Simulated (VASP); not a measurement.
# K2MgGaC6N6 (Fm-3m) in VASP: a series of runs

The runs below take K2MgGaC6N6 through single point, relaxation of cell and atoms, with PBE.

All numbers are computed with VASP 6.6.1; they aren't measurements. Logs are shortened: lines on timing, memory, paths and dates and some standing lists are left out, and cuts for length are marked.

### Step 1. The cell of the first run

The structure is cubic, space group Fm-3m (No. 225). The conventional cell has a = 10.901 Å, b = 10.901 Å, c = 10.901 Å, α = 90.00°, β = 90.00°, γ = 90.00°. Within 5.1 Å of K (site symmetry -43m) lie 12 N at 3.90 Å and 12 C at 3.90 Å and 4 Mg at 4.72 Å and 4 Ga at 4.72 Å. Within 2.8 Å of Mg (site symmetry m-3m) lie 6 N at 2.15 Å. Ga (site symmetry m-3m) has 6 C at 2.13 Å within 2.8 Å. Within 1.6 Å of C (site symmetry 4mm) lie 1 N at 1.18 Å. Within 1.6 Å of N (site symmetry 4mm) lie 1 C at 1.18 Å.

### Step 2. Single point, PBE

INCAR

```
SYSTEM = K2MgGaC6N6
PREC = Accurate
ENCUT = 520
EDIFF = 1E-6
ISMEAR = 0
SIGMA = 0.1
LREAL = Auto
LASPH = .True.
NELM = 100
ALGO = Normal
ISIF = 2
LWAVE = .False.
LCHARG = .True.
GGA = PE
LELF = .True.
LVHAR = .True.
NBANDS = 58
```

KPOINTS

```
Automatic mesh
0
Gamma
  6 6 6
  0 0 0
```

POSCAR

```
K2MgGaC6N6
1.0
    0.0000000000      5.4507065586      5.4507065586
    5.4507065586      0.0000000000      5.4507065586
    5.4507065586      5.4507065586      0.0000000000
K Mg Ga C N
2 1 1 6 6
Direct
    0.2500000000      0.2500000000      0.2500000000
    0.7500000000      0.7500000000      0.7500000000
    0.5000000000      0.5000000000      0.5000000000
    0.0000000000      0.0000000000      0.0000000000
    0.8046664050      0.1953335950      0.1953335950
    0.1953335950      0.8046664050      0.1953335950
    0.1953335950      0.1953335950      0.8046664050
    0.1953335950      0.8046664050      0.8046664050
    0.8046664050      0.1953335950      0.8046664050
    0.8046664050      0.8046664050      0.1953335950
    0.6968542400      0.3031457600      0.3031457600
    0.3031457600      0.6968542400      0.3031457600
    0.3031457600      0.3031457600      0.6968542400
    0.3031457600      0.6968542400      0.6968542400
    0.6968542400      0.3031457600      0.6968542400
    0.6968542400      0.6968542400      0.3031457600
```

Potentials or basis: VASP PAW PBE potentials, release 64 (K_sv, Mg, Ga_d, C, N).

Command:

```bash
> cat potpaw_PBE.64/K_sv/POTCAR potpaw_PBE.64/Mg/POTCAR potpaw_PBE.64/Ga_d/POTCAR potpaw_PBE.64/C/POTCAR potpaw_PBE.64/N/POTCAR > POTCAR
> mpirun -np 1 vasp_std > vasp.out
```

OUTCAR:

```text
SYSTEM = K2MgGaC6N6
   PREC = Accurate
   ENCUT = 520
   EDIFF = 1E-6
   ISMEAR = 0
   LREAL = Auto
   LASPH = .True.
   NELM = 100
   ISIF = 2
   GGA = PE

 ion  position               nearest neighbor table
   1  0.250  0.250  0.250-
   2  0.750  0.750  0.750-
   3  0.500  0.500  0.500-  11 2.15  12 2.15  13 2.15  14 2.15  15 2.15  16 2.15
   4  0.000  0.000  0.000-   5 2.13   6 2.13   7 2.13   8 2.13   9 2.13  10 2.13
   5  0.805  0.195  0.195-  11 1.18   4 2.13
   6  0.195  0.805  0.195-  12 1.18   4 2.13
   7  0.195  0.195  0.805-  13 1.18   4 2.13
   8  0.195  0.805  0.805-  14 1.18   4 2.13
   9  0.805  0.195  0.805-  15 1.18   4 2.13
  10  0.805  0.805  0.195-  16 1.18   4 2.13
  11  0.697  0.303  0.303-   5 1.18   3 2.15
  12  0.303  0.697  0.303-   6 1.18   3 2.15
  13  0.303  0.303  0.697-   7 1.18   3 2.15
  14  0.303  0.697  0.697-   8 1.18   3 2.15
  15  0.697  0.303  0.697-   9 1.18   3 2.15
  16  0.697  0.697  0.303-  10 1.18   3 2.15

  LATTYP: Found a face centered cubic cell.
 ALAT       =    10.9014131172

  Lattice vectors:

 A1 = (   0.0000000000,   5.4507065586,   5.4507065586)
 A2 = (   5.4507065586,   0.0000000000,   5.4507065586)
 A3 = (   5.4507065586,   5.4507065586,   0.0000000000)

Analysis of symmetry for initial positions (statically):
=====================================================================
 Subroutine PRICEL returns:
 Original cell was already a primitive cell.

 Routine SETGRP: Setting up the symmetry group for a
 face centered cubic supercell.

 Subroutine GETGRP returns: Found 48 space group operations
 (whereof 48 operations were pure point group operations)
 out of a pool of 48 trial point group operations.

The static configuration has the point symmetry O_h .

Analysis of symmetry for dynamics (positions and initial velocities):
=====================================================================
 Subroutine PRICEL returns:
 Original cell was already a primitive cell.

 Routine SETGRP: Setting up the symmetry group for a
 face centered cubic supercell.

 Subroutine GETGRP returns: Found 48 space group operations
 (whereof 48 operations were pure point group operations)
 out of a pool of 48 trial point group operations.

The dynamic configuration has the point symmetry O_h .

 Subroutine INISYM returns: Found 48 space group operations
 (whereof 48 operations are pure point group operations),
 and found     1 'primitive' translations

----------------------------------------------------------------------------------------

                                     Primitive cell

  volume of cell :     323.8832

  direct lattice vectors                    reciprocal lattice vectors
     0.000000000  5.450706559  5.450706559    -0.091731227  0.091731227  0.091731227
     5.450706559  0.000000000  5.450706559     0.091731227 -0.091731227  0.091731227
     5.450706559  5.450706559  0.000000000     0.091731227  0.091731227 -0.091731227

  length of vectors
     7.708463140  7.708463140  7.708463140     0.158883146  0.158883146  0.158883146

  position of ions in fractional coordinates (direct lattice)
     0.250000000  0.250000000  0.250000000
     0.750000000  0.750000000  0.750000000
     0.500000000  0.500000000  0.500000000
     0.000000000  0.000000000  0.000000000
     0.804666405  0.195333595  0.195333595
     0.195333595  0.804666405  0.195333595
[... 8 lines left out ...]
     0.696854240  0.303145760  0.696854240
     0.696854240  0.696854240  0.303145760

  ion indices of the primitive-cell ions
   primitive index   ion index
                 1           1
                 2           2
                 3           3
                 4           4
                 5           5
                 6           6
[... 8 lines left out ...]
                15          15
                16          16

----------------------------------------------------------------------------------------

 KPOINTS: Automatic mesh

Automatic generation of k-mesh.
 Grid dimensions read from file:
 generate k-points for:    6    6    6

[... 49 lines left out ...]
  ---------------------------------------------------
  ext. energy  EPLUGINS =         0.00000000
  ---------------------------------------------------
  free energy    TOTEN  =      -111.07663667 eV

  energy without entropy =     -111.03815617  energy(sigma->0) =     -111.05739642

 E-fermi :   2.7754     XC(G=0):  -7.4288

 val. band max:        2.7634822475   @ k =   0.5000   0.3333   0.0000
 cond. band min:       2.7933336062   @ k =  -0.1667   0.1667   0.0000
 fundamental gap:      0.0298513588
 Fermi energy:         2.7753577473

 k-point     1 :       0.0000    0.0000    0.0000
  band No.  band energies     occupation
      1     -30.7555      2.00000
      2     -30.7551      2.00000
      3     -17.7438      2.00000
      4     -17.5756      2.00000
      5     -17.5756      2.00000
      6     -17.5756      2.00000
[... 47 lines left out ...]
     54       4.9166      0.00000
     55       5.3297      0.00000

 k-point     2 :       0.1667    0.0000    0.0000
  band No.  band energies     occupation
      1     -30.7554      2.00000
      2     -30.7551      2.00000
      3     -17.7346      2.00000
      4     -17.5861      2.00000
      5     -17.5725      2.00000
      6     -17.5725      2.00000
[... 47 lines left out ...]
     54       4.9884      0.00000
     55       5.4142      0.00000

 k-point     3 :       0.3333    0.0000    0.0000
  band No.  band energies     occupation
      1     -30.7554      2.00000
      2     -30.7552      2.00000
      3     -17.7106      2.00000
      4     -17.6125      2.00000
      5     -17.5647      2.00000
      6     -17.5647      2.00000
[... 688 lines left out ...]
 k-point    15 :      -0.3333    0.3333    0.1667
  band No.  band energies     occupation
      1     -30.7553      2.00000
      2     -30.7553      2.00000
      3     -17.6834      2.00000
      4     -17.6176      2.00000
      5     -17.5733      2.00000
      6     -17.5707      2.00000
[... 47 lines left out ...]
     54       4.6876      0.00000
     55       4.8205      0.00000

 k-point    16 :      -0.3333    0.5000    0.1667
  band No.  band energies     occupation
      1     -30.7553      2.00000
      2     -30.7552      2.00000
      3     -17.6823      2.00000
      4     -17.6045      2.00000
      5     -17.5778      2.00000
      6     -17.5777      2.00000
[... 47 lines left out ...]
     54       4.5732      0.00000
     55       4.6095      0.00000
 [bands above 55 left out]

------------------------ aborting loop because EDIFF is reached ----------------------------------------

  FORCE on cell =-STRESS in cart. coord.  units (eV):
  Direction    XX          YY          ZZ          XY          YZ          ZX
  --------------------------------------------------------------------------------------
  -------------------------------------------------------------------------------------
  Total        0.6352407      0.6352407      0.6352407     -0.0000000     -0.0000000      0.0000000
  in kB        3.1423931      3.1423931      3.1423931     -0.0000000     -0.0000000      0.0000000
  external PRESSURE =       3.1423931 kB  Pullay stress =       0.0000000 kB

 VOLUME and BASIS-vectors are now :
 -----------------------------------------------------------------------------
  energy-cutoff  :      520.00
  volume of cell :      323.88
      direct lattice vectors                 reciprocal lattice vectors
     0.000000000  5.450706559  5.450706559    -0.091731227  0.091731227  0.091731227
     5.450706559  0.000000000  5.450706559     0.091731227 -0.091731227  0.091731227
     5.450706559  5.450706559  0.000000000     0.091731227  0.091731227 -0.091731227

 POSITION                                       TOTAL-FORCE (eV/Angst)
 -----------------------------------------------------------------------------------
      2.72535      2.72535      2.72535         0.000000      0.000000     -0.000000
      8.17606      8.17606      8.17606        -0.000000     -0.000000     -0.000000
      5.45071      5.45071      5.45071         0.000000      0.000000      0.000000
      0.00000      0.00000      0.00000         0.000000     -0.000000      0.000000
      2.12941      5.45071      5.45071        -0.371500      0.000000      0.000000
      5.45071      2.12941      5.45071         0.000000     -0.371500      0.000000
[... 8 lines left out ...]
      5.45071      7.59670      5.45071         0.000000     -0.393266      0.000000
      5.45071      5.45071      7.59670         0.000000      0.000000     -0.393266
 -----------------------------------------------------------------------------------
    total drift:                               -0.000000     -0.000000      0.000000

  FREE ENERGIE OF THE ION-ELECTRON SYSTEM (eV)
  ---------------------------------------------------
  free  energy   TOTEN  =      -111.0766366712 eV

  energy  without entropy=     -111.0381561736  energy(sigma->0) =     -111.05739642
```

Run time: 8.2 min. Hardware: 1 thread of AMD EPYC 9R45 (Zen 5), shared host; peak memory 0.57 GiB.

Results:

```
Free energy            : -111.0766 eV
Pressure               : 0.3 GPa
Largest force          : 0.393 eV/Å
Band gap on the k mesh : zero (an odd number of electrons rules out a gap without spin polarisation)
```

Forces on the atoms (eV/Å):
```
K    0.000  0.000  0.000
K    0.000  0.000  0.000
Mg   0.000  0.000  0.000
Ga   0.000  0.000  0.000
C   -0.371  0.000  0.000
C    0.000 -0.371  0.000
C    0.000  0.000 -0.371
C    0.371  0.000  0.000
C    0.000  0.371  0.000
C    0.000  0.000  0.371
N    0.393  0.000  0.000
N    0.000  0.393  0.000
N    0.000  0.000  0.393
N   -0.393  0.000  0.000
N    0.000 -0.393  0.000
N    0.000  0.000 -0.393
```

### Step 3. Relaxation of cell and atoms, PBE

This run uses another cell than the first one, of 16.98 Å³/atom.

INCAR

```
SYSTEM = K2MgGaC6N6
  PREC = Accurate
  ENCUT = 600
  EDIFF = 1E-6
  ISMEAR = 0
  SIGMA = 0.1
  LREAL = Auto
  LASPH = .TRUE.
  NELM = 60
  ALGO = Normal
  ISIF = 3
  LWAVE = .FALSE.
  LCHARG = .FALSE.
  GGA = PE
  IBRION = 2
  NSW = 90
  EDIFFG = -0.04
```

KPOINTS

```
Automatic mesh
0
G
  4 4 4
  0 0 0
```

POSCAR

```
K2MgGaC6N6
1.0
    0.0000000000      5.1410000000      5.1410000000
    5.1410000000      0.0000000000      5.1410000000
    5.1410000000      5.1410000000      0.0000000000
K Mg Ga C N
2 1 1 6 6
Direct
    0.2500000000      0.2500000000      0.2500000000
    0.7500000000      0.7500000000      0.7500000000
    0.5000000000      0.5000000000      0.5000000000
    0.0000000000      0.0000000000      0.0000000000
    0.8156000800      0.1843999200      0.1843999200
    0.1843999200      0.8156000800      0.1843999200
    0.1843999200      0.1843999200      0.8156000800
    0.1843999200      0.8156000800      0.8156000800
    0.8156000800      0.1843999200      0.8156000800
    0.8156000800      0.8156000800      0.1843999200
    0.7018089900      0.2981910100      0.2981910100
    0.2981910100      0.7018089900      0.2981910100
    0.2981910100      0.2981910100      0.7018089900
    0.2981910100      0.7018089900      0.7018089900
    0.7018089900      0.2981910100      0.7018089900
    0.7018089900      0.7018089900      0.2981910100
```

Potentials or basis: VASP PAW PBE potentials, release 64 (K_sv, Mg, Ga_d, C, N).

Command:

```bash
> cat potpaw_PBE.64/K_sv/POTCAR potpaw_PBE.64/Mg/POTCAR potpaw_PBE.64/Ga_d/POTCAR potpaw_PBE.64/C/POTCAR potpaw_PBE.64/N/POTCAR > POTCAR
> mpirun -np 1 vasp_std > vasp.out
```

It took 15 min on 1 thread of AMD EPYC 9R45 (Zen 5), shared host; peak memory 0.58 GiB.

The run converged. Its results:

```
Free energy                           : -111.0597 eV
Relaxed volume                        : 20.37 Å³/atom
Relaxed cell                          : a = 7.724 Å, b = 7.724 Å, c = 7.724 Å, α = 60.00°, β = 60.00°, γ = 60.00°
Space group after relaxing (to 0.1 Å) : Fm-3m (No. 225)
Energy gained by relaxing             : 146.3 meV/atom
Ionic steps                           : 5
Pressure after relaxing               : -0.1 GPa
Largest force after relaxing          : 0.022 eV/Å
Band gap on the k mesh                : zero (an odd number of electrons rules out a gap without spin polarisation)
```

Forces in eV/Å, atoms in the order of the input:
```
K    0.000  0.000  0.000
K    0.000  0.000  0.000
Mg   0.000  0.000  0.000
Ga   0.000  0.000  0.000
C    0.022  0.000  0.000
C    0.000  0.022  0.000
C    0.000  0.000  0.022
C   -0.022  0.000  0.000
C    0.000 -0.022  0.000
C    0.000  0.000 -0.022
N    0.020  0.000  0.000
N    0.000  0.020  0.000
N    0.000  0.000  0.020
N   -0.020  0.000  0.000
N    0.000 -0.020  0.000
N    0.000  0.000 -0.020
```

The path:
| step | energy change (eV) | largest force (eV/Å) | pressure (GPa) | volume (Å³) |
| --- | --- | --- | --- | --- |
| 1 | 0.0000 | 2.3147 | 11.96 | 271.75 |
| 2 | -2.3376 | 0.3159 | 0.31 | 324.74 |
| 3 | -2.3379 | 0.2973 | 0.20 | 325.69 |
| 4 | -2.1624 | 2.2791 | -2.89 | 327.41 |
| 5 | -2.3400 | 0.0217 | -0.12 | 325.85 |

Final structure:
```yaml
crystal:
  lattice:
    - [0.00000, 5.46172, 5.46172]
    - [5.46172, 0.00000, 5.46172]
    - [5.46172, 5.46172, 0.00000]
  atoms:
    - { symbol: K, position: [0.25000, 0.25000, 0.25000] }
    - { symbol: K, position: [0.75000, 0.75000, 0.75000] }
    - { symbol: Mg, position: [0.50000, 0.50000, 0.50000] }
    - { symbol: Ga, position: [0.00000, 0.00000, 0.00000] }
    - { symbol: C, position: [0.80467, 0.19533, 0.19533] }
    - { symbol: C, position: [0.19533, 0.80467, 0.19533] }
    - { symbol: C, position: [0.19533, 0.19533, 0.80467] }
    - { symbol: C, position: [0.19533, 0.80467, 0.80467] }
    - { symbol: C, position: [0.80467, 0.19533, 0.80467] }
    - { symbol: C, position: [0.80467, 0.80467, 0.19533] }
    - { symbol: N, position: [0.69685, 0.30315, 0.30315] }
    - { symbol: N, position: [0.30315, 0.69685, 0.30315] }
    - { symbol: N, position: [0.30315, 0.30315, 0.69685] }
    - { symbol: N, position: [0.30315, 0.69685, 0.69685] }
    - { symbol: N, position: [0.69685, 0.30315, 0.69685] }
    - { symbol: N, position: [0.69685, 0.69685, 0.30315] }
```

Levels at points of the mesh, in eV from the Fermi level:
| k point | band 39 | band 40 | band 41 | band 42 | band 43 | band 44 | band 45 | band 46 | band 47 | band 48 |
| --- | --- | --- | --- | --- | --- | --- | --- | --- | --- | --- |
| (0.00, 0.00, 0.00) | -5.92 | -5.92 | -5.92 | -4.86 | -4.86 | -0.48 | -0.14 | -0.14 | -0.14 | 1.19 |
| (0.50, 0.00, 0.00) | -6.13 | -5.86 | -5.86 | -4.99 | -4.99 | 0.22 | 0.45 | 0.45 | 0.53 | 0.73 |
| (0.50, 0.50, 0.00) | -6.02 | -5.93 | -5.84 | -5.26 | -4.85 | -0.10 | 0.82 | 0.82 | 0.98 | 1.14 |

Caveat: the volume moved by over 15 % at a fixed basis, so the end points are rough.

### Step 4. Single point, PBE, collinear spin, ferromagnetic start

This run uses another cell than the first one, of 16.98 Å³/atom.

INCAR

```
SYSTEM = K2MgGaC6N6
  PREC = Accurate
  ENCUT = 520
  EDIFF = 1E-7
  ISMEAR = 0
  SIGMA = 0.1
  LREAL = Auto
  LASPH = .TRUE.
  NELM = 150
  ALGO = Normal
  ISIF = 2
  LWAVE = .FALSE.
  LCHARG = .FALSE.
  ISPIN = 2
  MAGMOM = 0 0 0 0 1 1 1 1 1 1 1 1 1 1 1 1
  LORBIT = 11
  GGA = PE
  NBANDS = 62
```

KPOINTS is that of step 3.

POSCAR is that of step 3.

Command:

```bash
> cat potpaw_PBE.64/K_sv/POTCAR potpaw_PBE.64/Mg/POTCAR potpaw_PBE.64/Ga_d/POTCAR potpaw_PBE.64/C/POTCAR potpaw_PBE.64/N/POTCAR > POTCAR
> mpirun -np 1 vasp_std > vasp.out
```

It took 7.6 min on 1 thread of AMD EPYC 9R45 (Zen 5), shared host; peak memory 0.58 GiB.

It converged, with:

```
Free energy                                           : -108.6987 eV
Pressure                                              : 12.1 GPa
Largest force                                         : 2.288 eV/Å
Net moment                                            : 0.00 μB per cell
Valence electrons inside the program's atomic spheres : K 7.52; Mg 0.41; Ga 12.53; C 2.66; N 3.91
```

Forces in eV/Å, atoms in the order of the input:
```
K    0.000  0.000  0.000
K    0.000  0.000  0.000
Mg   0.000  0.000  0.000
Ga   0.000  0.000  0.000
C    2.288  0.000  0.000
C    0.000  2.288  0.000
C    0.000  0.000  2.288
C   -2.288  0.000  0.000
C    0.000 -2.288  0.000
C    0.000  0.000 -2.288
N    1.037  0.000  0.000
N    0.000  1.037  0.000
N    0.000  0.000  1.037
N   -1.037  0.000  0.000
N    0.000 -1.037  0.000
N    0.000  0.000 -1.037
```

Levels at points of the mesh, in eV from the Fermi level:
Spin up:
| k point | band 41 | band 42 | band 43 | band 44 | band 45 | band 46 |
| --- | --- | --- | --- | --- | --- | --- |
| (0.00, 0.00, 0.00) | -5.63 | -3.86 | -3.86 | -0.28 | -0.28 | -0.28 |
| (0.50, 0.00, 0.00) | -5.59 | -3.96 | -3.96 | 0.23 | 0.46 | 0.46 |
| (0.50, 0.50, 0.00) | -5.58 | -4.16 | -3.82 | -0.19 | 0.93 | 0.93 |
Spin down:
```csv
k point,band 40,band 41,band 42,band 43,band 44,band 45,band 46,band 47
"(0.00, 0.00, 0.00)",-5.63,-5.63,-3.86,-3.86,-0.28,-0.28,-0.28,0.05
"(0.50, 0.00, 0.00)",-5.59,-5.59,-3.96,-3.96,0.23,0.46,0.46,1.20
"(0.50, 0.50, 0.00)",-5.63,-5.58,-4.16,-3.82,-0.19,0.93,0.93,1.60
```

Caveat: the cell stands under pressure; forces of over 1 eV/Å act on the atoms, so gaps and moduli don't describe the material at rest.

### Step 5. The runs side by side

```tsv
task	spin	cell	k mesh	cutoff (eV)	gap on the mesh (eV)	pressure (GPa)	largest force (eV/Å)
single point	off	a = 7.708 Å, angles 60.0°, 16 atoms, atomic positions A	6 × 6 × 6	520	none	0.3	0.39
relaxation of cell and atoms	off	relaxed from a = 7.270 Å, angles 60.0°, 16 atoms, atomic positions B	4 × 4 × 4	600	none	-0.1	0.02
single point	collinear, ferromagnetic start	a = 7.270 Å, angles 60.0°, 16 atoms, atomic positions B	4 × 4 × 4	520	none	12.1	2.29
```

Alike in all rows: level PBE; potentials or basis VASP PAW PBE potentials, release 64 (K_sv, Mg, Ga_d, C, N); smearing gaussian 0.1 eV.

Caveats: the volume moved by over 15 % at a fixed basis, so the end points are rough (at least some runs); the cell stands under pressure (at least some runs); forces of over 1 eV/Å act on the atoms, so gaps and moduli don't describe the material at rest (at least some runs).

Absolute energies hang on the potentials; compare differences alone.
